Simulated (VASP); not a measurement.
# AlN in VASP: single point with PBE

Aim: the single point of AlN with PBE.

Everything below comes from runs of VASP 6.6.1. Logs are shortened: lines on timing, memory, paths and dates and some standing lists are left out, and cuts for length are marked.

## (1) The cell of the first run

The cell holds a slab with vacuum, 24 atoms: a = 6.260 Å, b = 5.018 Å, c = 22.325 Å, α = 90.00°, β = 90.00°, γ = 90.00°.

## (2) Single point, PBE

INCAR

```
PREC = Accurate
ENCUT = 520
EDIFF = 1E-6
ISMEAR = 0
SIGMA = 0.05
LREAL = Auto
LASPH = T
NELM = 80
ALGO = Normal
ISIF = 2
LWAVE = F
LCHARG = T
LDIPOL = T
IDIPOL = 3
DIPOL = 0.5 0.5 0.499
GGA = PE
LELF = T
LVHAR = T
LVACPOTAV = T
NBANDS = 66
```

KPOINTS

```
regular mesh
0
Gamma
  3 3 1
```

POSCAR

```
AlN
1.0
    6.2604791250      0.0000000000      0.0000000000
    0.0000000000      5.0179796543      0.0000000000
    0.0000000000      0.0000000000     22.3253562891
Al N
12 12
Direct
    0.5000000000      0.9982712825      0.3583369464
    0.0000000000      0.9982712825      0.3583369464
    0.7500000000      0.4982712825      0.3988121046
    0.2500000000      0.4982712825      0.3988121046
    0.7500000000      0.9982712825      0.4797624209
    0.2500000000      0.9982712825      0.4797624209
    0.0000000000      0.4960920293      0.5178106388
    0.5000000000      0.4960920293      0.5178106388
    0.0000000000      1.0041493089      0.6039529304
    0.5000000000      1.0041493089      0.6039529304
    0.2500000000      0.4721229371      0.6290578969
    0.7500000000      0.4721229371      0.6290578969
    0.5000000000      0.6167287175      0.3583369464
    0.0000000000      0.6167287175      0.3583369464
    0.7500000000      0.1167287175      0.3988121046
    0.2500000000      0.1167287175      0.3988121046
    0.7500000000      0.6167287175      0.4797624209
    0.2500000000      0.6167287175      0.4797624209
    0.0000000000      0.1165819618      0.5187447899
    0.5000000000      0.1165819618      0.5187447899
    0.0000000000      0.6229627751      0.6011740200
    0.5000000000      0.6229627751      0.6011740200
    0.2500000000      0.1211821503      0.6383609145
    0.7500000000      0.1211821503      0.6383609145
```

Potentials or basis: VASP PAW PBE potentials, release 64 (Al, N).

Started as:

```sh
$ cat potpaw_PBE.64/Al/POTCAR potpaw_PBE.64/N/POTCAR > POTCAR
$ mpirun -np 1 vasp_std > vasp.out
```

OUTCAR:

```text
PREC = Accurate
   ENCUT = 520
   EDIFF = 1E-6
   ISMEAR = 0
   LREAL = Auto
   LASPH = T
   NELM = 80
   ISIF = 2
   GGA = PE

 ion  position               nearest neighbor table
   1  0.500  0.998  0.358-  15 1.90  16 1.90  13 1.91   4 3.09   3 3.09   3 3.09   4 3.09   6 3.13
                             5 3.13   2 3.13   2 3.13
   2  0.000  0.998  0.358-  15 1.90  16 1.90  14 1.91   4 3.09   3 3.09   3 3.09   4 3.09   6 3.13
                             5 3.13   1 3.13   1 3.13
   3  0.750  0.498  0.399-  17 1.90  14 1.90  13 1.90  15 1.91   7 3.08   8 3.08   5 3.09   5 3.09
                             1 3.09   1 3.09   2 3.09   2 3.09   4 3.13   4 3.13
   4  0.250  0.498  0.399-  18 1.90  14 1.90  13 1.90  16 1.91   7 3.08   8 3.08   6 3.09   6 3.09
                             1 3.09   1 3.09   2 3.09   2 3.09   3 3.13   3 3.13
   5  0.750  0.998  0.480-  19 1.89  20 1.89  15 1.90  17 1.91   7 3.07   8 3.07   7 3.09   8 3.09
                             3 3.09   3 3.09   1 3.13   2 3.13   6 3.13   6 3.13   9 3.18  10 3.18
   6  0.250  0.998  0.480-  19 1.89  20 1.89  16 1.90  18 1.91   7 3.07   8 3.07   7 3.09   8 3.09
                             4 3.09   4 3.09   1 3.13   2 3.13   5 3.13   5 3.13   9 3.18  10 3.18
   7  0.000  0.496  0.518-  17 1.88  18 1.88  19 1.90  21 1.97  11 2.94  12 2.94   5 3.07   6 3.07
                             3 3.08   4 3.08   5 3.09   6 3.09   9 3.13   8 3.13   8 3.13   9 3.19
   8  0.500  0.496  0.518-  17 1.88  18 1.88  20 1.90  22 1.97  11 2.94  12 2.94   5 3.07   6 3.07
                             3 3.08   4 3.08   5 3.09   6 3.09  10 3.13   7 3.13   7 3.13  10 3.19
   9  0.000  0.004  0.604-  23 1.84  24 1.84  21 1.91  19 1.98  11 2.88  12 2.88   7 3.13  10 3.13
                            10 3.13  12 3.14  11 3.14   6 3.18   5 3.18   7 3.19
  10  0.500  0.004  0.604-  23 1.84  24 1.84  22 1.91  20 1.98  11 2.88  12 2.88   8 3.13   9 3.13
                             9 3.13  12 3.14  11 3.14   6 3.18   5 3.18   8 3.19
  11  0.250  0.472  0.629-  23 1.77  22 1.85  21 1.85  10 2.88   9 2.88   8 2.94   7 2.94  12 3.13
                            12 3.13  10 3.14   9 3.14
[... 20 lines left out ...]
  Lattice vectors:

 A1 = (   0.0000000000,  -5.0179796543,   0.0000000000)
 A2 = (   6.2604791250,   0.0000000000,   0.0000000000)
 A3 = (   0.0000000000,   0.0000000000,  22.3253562891)

Analysis of symmetry for initial positions (statically):
=====================================================================
 Subroutine PRICEL returns following result:

  LATTYP: Found a simple orthorhombic cell.
 ALAT       =     3.1302395625
 B/A-ratio  =     1.6030656933
 C/A-ratio  =     7.1321558121

  Lattice vectors:

 A1 = (   3.1302395625,   0.0000000000,   0.0000000000)
 A2 = (   0.0000000000,   5.0179796543,   0.0000000000)
 A3 = (   0.0000000000,   0.0000000000,  22.3253562891)

   2 primitive cells build up your supercell.

 Routine SETGRP: Setting up the symmetry group for a
 simple orthorhombic supercell.

 Subroutine GETGRP returns: Found  2 space group operations
 (whereof  2 operations were pure point group operations)
 out of a pool of  8 trial point group operations.

The static configuration has the point symmetry C_1h.

Analysis of symmetry for dynamics (positions and initial velocities):
=====================================================================
 Subroutine PRICEL returns following result:

  LATTYP: Found a simple orthorhombic cell.
 ALAT       =     3.1302395625
 B/A-ratio  =     1.6030656933
 C/A-ratio  =     7.1321558121

  Lattice vectors:

 A1 = (   3.1302395625,   0.0000000000,   0.0000000000)
 A2 = (   0.0000000000,   5.0179796543,   0.0000000000)
 A3 = (   0.0000000000,   0.0000000000,  22.3253562891)

   2 primitive cells build up your supercell.

 Routine SETGRP: Setting up the symmetry group for a
 simple orthorhombic supercell.

 Subroutine GETGRP returns: Found  2 space group operations
 (whereof  2 operations were pure point group operations)
 out of a pool of  8 trial point group operations.

The dynamic configuration has the point symmetry C_1h.

 Subroutine INISYM returns: Found  2 space group operations
 (whereof  2 operations are pure point group operations),
 and found     2 'primitive' translations

----------------------------------------------------------------------------------------

                                     Primitive cell

  volume of cell :     350.6751

  direct lattice vectors                    reciprocal lattice vectors
     3.130239562  0.000000000  0.000000000     0.319464367  0.000000000  0.000000000
     0.000000000  5.017979654  0.000000000     0.000000000  0.199283391  0.000000000
     0.000000000  0.000000000 22.325356289     0.000000000  0.000000000  0.044792118

  length of vectors
     3.130239562  5.017979654 22.325356289     0.319464367  0.199283391  0.044792118

  position of ions in fractional coordinates (direct lattice)
     0.000000000  0.998271282  0.358336946
     0.500000000  0.498271282  0.398812105
     0.500000000  0.998271282  0.479762421
     0.000000000  0.496092029  0.517810639
     0.000000000  0.004149309  0.603952930
     0.500000000  0.472122937  0.629057897
     0.000000000  0.616728718  0.358336946
     0.500000000  0.116728718  0.398812105
     0.500000000  0.616728718  0.479762421
     0.000000000  0.116581962  0.518744790
     0.000000000  0.622962775  0.601174020
     0.500000000  0.121182150  0.638360914

  ion indices of the primitive-cell ions
   primitive index   ion index
                 1           1
                 2           3
                 3           5
                 4           8
                 5          10
                 6          11
                 7          13
                 8          15
                 9          17
                10          20
                11          22
                12          23

----------------------------------------------------------------------------------------

 KPOINTS: regular mesh

Automatic generation of k-mesh.
 Grid dimensions read from file:
 generate k-points for:    3    3    1

 Generating k-lattice:

  Cartesian coordinates                     Fractional coordinates (reciprocal lattice)
     0.053244061  0.000000000  0.000000000     0.333333333  0.000000000  0.000000000
     0.000000000  0.066427797  0.000000000     0.000000000  0.333333333  0.000000000
     0.000000000  0.000000000  0.044792118     0.000000000  0.000000000  1.000000000

  Length of vectors
     0.053244061  0.066427797  0.044792118

  Shift w.r.t. Gamma in fractional coordinates (k-lattice)
     0.000000000  0.000000000  0.000000000

 Subroutine IBZKPT returns following result:
 ===========================================

 Found      4 irreducible k-points:

 Following reciprocal coordinates:
            Coordinates               Weight
  0.000000  0.000000  0.000000      1.000000
  0.333333  0.000000  0.000000      2.000000
  0.000000  0.333333  0.000000      2.000000
  0.333333  0.333333  0.000000      4.000000
   k-points           NKPTS =      4   k-points in BZ     NKDIM =      4   number of bands    NBANDS=     66
   number of dos      NEDOS =    301   number of ions     NIONS =     24
   total plane-waves  NPLWV = 322560
   dimension x,y,z NGX =    48 NGY =   40 NGZ =  168
   dimension x,y,z NGXF=    96 NGYF=   80 NGZF=  336
   ions per type =              12  12
   NGX,Y,Z   is equivalent  to a cutoff of  12.75, 13.25, 12.51 a.u.
   NGXF,Y,Z  is equivalent  to a cutoff of  25.49, 26.50, 25.02 a.u.
 SYSTEM =  unknown system
   PREC   = accura    normal or accurate (medium, high low for compatibility)
   ISTART =      0    job   : 0-new  1-cont  2-samecut
   ICHARG =      2    charge: 1-file 2-atom 10-const
   ISPIN  =      1    spin polarized calculation?
   LNONCOLLINEAR =      F non collinear calculations
   LSORBIT =      F    spin-orbit coupling
   LASPH  =      T    aspherical Exc in radial PAW
   ENCUT  =  520.0 eV  38.22 Ry    6.18 a.u.  11.64  9.33 41.51*2*pi/ulx,y,z
   NELM   =     80;   NELMIN=  2; NELMDL= -5     # of ELM steps
   EDIFF  = 0.1E-05   stopping-criterion for ELM
   LREAL  =      T    real-space projection
   EDIFFG = 0.1E-04   stopping-criterion for IOM
   NSW    =      0    number of steps for IOM
   IBRION =     -1    ionic relax: 0-MD 1-quasi-New 2-CG
   NFREE  =      0    steps in history (QN), initial steepest desc. (CG)
   ISIF   =      2    stress and relaxation
   ISYM   =      2    0-nonsym 1-usesym 2-fastsym
   POTIM  = 0.5000    time-step for ionic-motion
   TEBEG  =    0.0;   TEEND  =   0.0 temperature during run
   PSTRESS=    0.0 pullay stress
   NELECT =      96.0000    total number of electrons
   NUPDOWN=      -1.0000    fix difference up-down
   EMIN   =  10.00;   EMAX   =-10.00  energy-range for DOS
   EFERMI =   0.00;   METHOD = LEGACY
   ISMEAR =     0;   SIGMA  =   0.05  broadening in eV -4-tet -1-fermi 0-gaus
   EFERMI_NEDOS =   21; number of points for ismear=-14 and -15
   IALGO  =     38    algorithm
   IMIX   =      4    mixing-type and parameters
     AMIX     =   0.40;   BMIX     =  1.00
     AMIX_MAG =   1.60;   BMIX_MAG =  1.00
  volume/ion in A,a.u.               =      29.22       197.21
  Fermi-wavevector in a.u.,A,eV,Ry     =   0.843698  1.594358  9.684982  0.711826
  Thomas-Fermi vector in A             =   1.958607
   LORBIT       =      0    0 simple, 1 ext, 2 COOP (PROOUT), +10 PAW based schemes
   GGA     = PE    functional components
   LHFCALC =     F    Hartree Fock is set to
   AEXX    =    0.0000 exact exchange contribution
   IVDW    =     0    specifies the selected vdW correction
   LEPSILON=     F    determine dielectric tensor
   LRPA    =     F    only Hartree local field effects (RPA)
 non-spin polarized calculation
 Gauss-broadening in eV      SIGMA  =   0.05
  energy-cutoff  :      520.00
  volume of cell :      701.35
 maximum number of plane-waves:     18924
 NGX is ok and might be reduce to    48
   NGX = 23   NGY = 19   NGZ = 83

 number of electron      95.9999987 magnetization

 dipolmoment           0.000000      0.000000      0.055969 electrons x Angstroem

 Free energy of the ion-electron system (eV)
  ---------------------------------------------------
  ext. energy  EPLUGINS =         0.00000000
  ---------------------------------------------------
  free energy    TOTEN  =      -169.30095086 eV

  energy without entropy =     -169.30095086  energy(sigma->0) =     -169.30095086

 E-fermi :  -0.6182     XC(G=0):  -4.6576

 val. band max:       -0.8970279816   @ k =   0.0000   0.3333   0.0000
 cond. band min:       0.5660531998   @ k =   0.0000   0.0000   0.0000
 fundamental gap:      1.4630811814
 Fermi energy:        -0.6181628063

 k-point     1 :       0.0000    0.0000    0.0000
  band No.  band energies     occupation
      1     -16.4032      2.00000
      2     -15.7605      2.00000
      3     -14.9835      2.00000
      4     -14.9281      2.00000
      5     -14.9202      2.00000
      6     -14.2637      2.00000
[... 241 lines left out ...]
     59       5.0978      0.00000
     60       5.2298      0.00000
 [bands above 60 left out]

------------------------ aborting loop because EDIFF is reached ----------------------------------------

  FORCE on cell =-STRESS in cart. coord.  units (eV):
  Direction    XX          YY          ZZ          XY          YZ          ZX
  --------------------------------------------------------------------------------------
  -------------------------------------------------------------------------------------
  Total        4.8124749     -6.4930265     -2.2695860      0.0000000      0.7016111      0.0000000
  in kB       10.9937078    -14.8327915     -5.1846849      0.0000000      1.6027737      0.0000000
  external PRESSURE =      -3.0079229 kB  Pullay stress =       0.0000000 kB

 VOLUME and BASIS-vectors are now :
 -----------------------------------------------------------------------------
  energy-cutoff  :      520.00
  volume of cell :      701.35
      direct lattice vectors                 reciprocal lattice vectors
     6.260479125  0.000000000  0.000000000     0.159732183  0.000000000  0.000000000
     0.000000000  5.017979654  0.000000000     0.000000000  0.199283391  0.000000000
     0.000000000  0.000000000 22.325356289     0.000000000  0.000000000  0.044792118

 POSITION                                       TOTAL-FORCE (eV/Angst)
 -----------------------------------------------------------------------------------
      3.13024      5.00930      8.00000         0.000000     -1.852719      1.954112
      0.00000      5.00930      8.00000         0.000000     -1.852719      1.954112
      4.69536      2.50032      8.90362         0.000000      1.001645     -1.786723
      1.56512      2.50032      8.90362         0.000000      1.001645     -1.786723
      4.69536      5.00930     10.71087         0.000000     -0.320551      0.280456
      1.56512      5.00930     10.71087         0.000000     -0.320551      0.280456
[... 16 lines left out ...]
      1.56512      0.60809     14.25163        -0.000000     -0.011017     -0.009304
      4.69536      0.60809     14.25163         0.000000     -0.011017     -0.009304
 -----------------------------------------------------------------------------------
    total drift:                                0.000000     -0.012344     -0.006434

  FREE ENERGIE OF THE ION-ELECTRON SYSTEM (eV)
  ---------------------------------------------------
  free  energy   TOTEN  =      -169.3009508591 eV

  energy  without entropy=     -169.3009508591  energy(sigma->0) =     -169.30095086

 vacuum level on the upper side and lower side of the slab         4.418         4.096
```

Wall time 14 min (1 thread of Intel Xeon 8259CL, shared host); peak memory 0.68 GiB.

What came out:

- Free energy: -169.3010 eV
- Largest force: 2.693 eV/Å
- Band gap on the k mesh: 1.46 eV

Forces on the atoms (eV/Å):
```
Al   0.000 -1.853  1.954
Al   0.000 -1.853  1.954
Al   0.000  1.002 -1.787
Al   0.000  1.002 -1.787
Al   0.000 -0.321  0.280
Al   0.000 -0.321  0.280
Al   0.000  0.002  0.008
Al   0.000  0.002  0.008
Al   0.000 -0.011 -0.004
Al   0.000 -0.011 -0.004
Al   0.000  0.012 -0.012
Al   0.000  0.012 -0.012
N    0.000  0.826  0.486
N    0.000  0.826  0.486
N    0.000  0.342 -1.343
N    0.000  0.342 -1.343
N    0.000  0.001  0.429
N    0.000  0.001  0.429
N    0.000 -0.001  0.000
N    0.000 -0.001  0.000
N    0.000  0.010 -0.002
N    0.000  0.010 -0.002
N    0.000 -0.011 -0.009
N    0.000 -0.011 -0.009
```
